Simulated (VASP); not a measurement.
A run of VASP 6.6.1 is set up as follows.

INCAR

```
SYSTEM = Al5In2Ga4BP12
PREC = Accurate
ENCUT = 520
EDIFF = 1E-6
ISMEAR = 0
SIGMA = 0.1
LREAL = Auto
LASPH = .TRUE.
NELM = 100
ALGO = Normal
ISIF = 2
LWAVE = .FALSE.
LCHARG = .FALSE.
GGA = PE
NBANDS = 96
ISYM = 0
```

File KPOINTS:

```
Automatic mesh
0
Gamma
  2 2 2
  0.5 0.5 0.5
```

File POSCAR:

```
Al5In2Ga4BP12
1.0
   -5.5103782633     -5.4359883978      0.0219027554
   -0.0254485870      5.4395342293      5.5040306415
   -5.5416478347      5.4891607246     -5.5282085498
B Al P Ga In
1 5 12 4 2
Direct
    0.6705567755      0.3340036180      0.3416909684
    0.0016790668      0.0001779062      0.9908338291
    0.8333828118      0.1697829118      0.6588688988
    0.3390405053      0.1693315491      0.6515884410
    0.8326938409      0.6601795748      0.6589904744
    0.6725330385      0.8348796965      0.3404613494
    0.3229151015      0.1624098499      0.8979954360
    0.8461245128      0.1752293957      0.9064004417
    0.6704443670      0.3345040961      0.5552007802
    0.1657029238      0.3337311548      0.5802890893
    0.5214300113      0.4839956316      0.2742966557
    0.9669206229      0.4844224146      0.2596700072
    0.3173175964      0.6590723241      0.9205531494
    0.8470983199      0.6704560621      0.9066890378
    0.6665027590      0.8327925857      0.5886062503
    0.1651186112      0.8330484725      0.5807770005
    0.5208479655      0.0357958518      0.2745661910
    0.0001864055      1.0010943441      0.2428869808
    0.1659288320      0.3327855126      0.3329787730
   -0.0088826882      0.4944882201      1.0073784769
    0.3295585026      0.6649396534      0.6690638061
    0.1655531320      0.8346794262      0.3335398356
    0.5041391823      0.0075904799      0.0097779657
    0.5054268729      0.4966235249      0.0094743572
```

Potentials or basis: VASP PAW PBE potentials, release 64 (B, Al, P, Ga_d, In_d).

Launch:

```sh
$ cat potpaw_PBE.64/B/POTCAR potpaw_PBE.64/Al/POTCAR potpaw_PBE.64/P/POTCAR potpaw_PBE.64/Ga_d/POTCAR potpaw_PBE.64/In_d/POTCAR > POTCAR
$ mpirun -np 1 vasp_std > vasp.out
```

Q: Predict the pressure.

A: 0.0 GPa.

Q: What does it give for the band gap on the k mesh?

A: 1.56 eV (least direct gap 1.64 eV).

Q: Estimate the largest force.

A: 0.041 eV/Å.

Forces on the atoms (eV/Å):
```
B    0.006 -0.026  0.010
Al   0.014 -0.018  0.005
Al   0.005  0.014  0.016
Al  -0.004 -0.003 -0.004
Al  -0.007  0.007  0.015
Al  -0.014  0.004  0.008
P   -0.004  0.003 -0.012
P   -0.013 -0.006  0.006
P   -0.011  0.001 -0.016
P    0.004 -0.005  0.003
P   -0.011  0.016 -0.016
P    0.023  0.020 -0.015
P    0.002 -0.013  0.006
P   -0.018 -0.004  0.008
P   -0.004 -0.017  0.003
P    0.008 -0.005  0.001
P   -0.029  0.020 -0.012
P   -0.002  0.013 -0.011
Ga  -0.013 -0.016 -0.009
Ga   0.005  0.006 -0.009
Ga   0.008  0.007 -0.018
Ga  -0.001  0.015  0.004
In   0.032 -0.007  0.025
In   0.027 -0.005  0.012
```

Caveat: spin-orbit coupling is left out, which moves the levels of the heavy elements; a shifted mesh leaves out Γ, where band edges can lie. A k mesh can miss the band edges.
